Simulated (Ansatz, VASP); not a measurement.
## BeTe in VASP and in Ansatz

```
Be Te
1.0
     0.00000    2.82862    2.82862
     2.94233    0.00000    2.82862
     2.94233    2.82862    0.00000
Be Te
1 1
Direct
  0.00000 0.00000 0.00000
  0.25000 0.25000 0.25000
```

Change from the starting cell: uniaxial_x strain +4.0%.

Alike in both runs: task single point; functional HSE06; k mesh 6 × 6 × 6; no spin polarisation.

|  | VASP | Ansatz |
| --- | --- | --- |
| version | VASP 6.6.1 | Ansatz 0.2.0 |
| potentials or method | VASP PAW PBE potentials, release 64 (Be, Te) | plane waves, PAW |
| plane-wave cutoff (eV) | 520 | 420 |
| occupations | gaussian, width 0.01 eV | fixed |
| valence electrons in the cell | 8 | 18 |

|  | VASP | Ansatz | Ansatz less VASP |
| --- | --- | --- | --- |
| gap on the k mesh at the Fermi level (eV) | 2.61 | 2.63 | +0.018 |
| pressure (GPa) | -3.0 | -2.9 | +0.12 |
| traceless stress, the component that is largest in VASP (GPa) | -1.75 | -1.75 | -0.005 |

VASP's potentials hold 8 valence electrons a cell and Ansatz's 18, so a difference there can come from the potentials and not from the codes. Ansatz's warnings: stress exchange threshold loose, stress scf threshold loose.

Spin-orbit coupling is off throughout.
